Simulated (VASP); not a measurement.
Se, 3 atoms in the cell. The structure is trigonal, space group P3_121 (No. 152). Conventional cell: a = 4.509 Å, b = 4.509 Å, c = 4.989 Å, α = 90.00°, β = 90.00°, γ = 120.00°. Within 3.1 Å of Se (site symmetry 2) lie 2 Se at 2.37 Å. 

* Program: VASP 6.6.1
* Task: relaxation of shape and atoms at fixed volume
* Functional: r2SCAN
* Potentials or basis: VASP PAW PBE potentials, release 64 (Se)
* Cutoff: 600 eV
* k mesh: 6 × 6 × 6
* Occupations: gaussian, width 0.05 eV
* Spin: no spin polarisation
* Dipole correction: no
* Further INCAR settings: ALGO = Normal; EDIFF = 1e-06; IBRION = 2; EDIFFG = -0.01; NSW = 60; ISIF = 4

Potentials or basis: VASP PAW PBE potentials, release 64 (Se).

Launch:

```sh
$ cat potpaw_PBE.64/Se/POTCAR > POTCAR
$ cp INCAR.step1 INCAR
$ mpirun -np 1 vasp_std > vasp.out
$ cp INCAR.step2 INCAR
$ mpirun -np 1 vasp_std > vasp.out
```

Hardware: 1 thread of Oxide Virtual Turin-like Processor (shared host).

Problem. How long does it take, and how much memory?

Solution. It took 7.6 min on 1 thread of Oxide Virtual Turin-like Processor, on a shared host, peak memory 0.21 GiB. Counts: k points 34, ion steps 2.
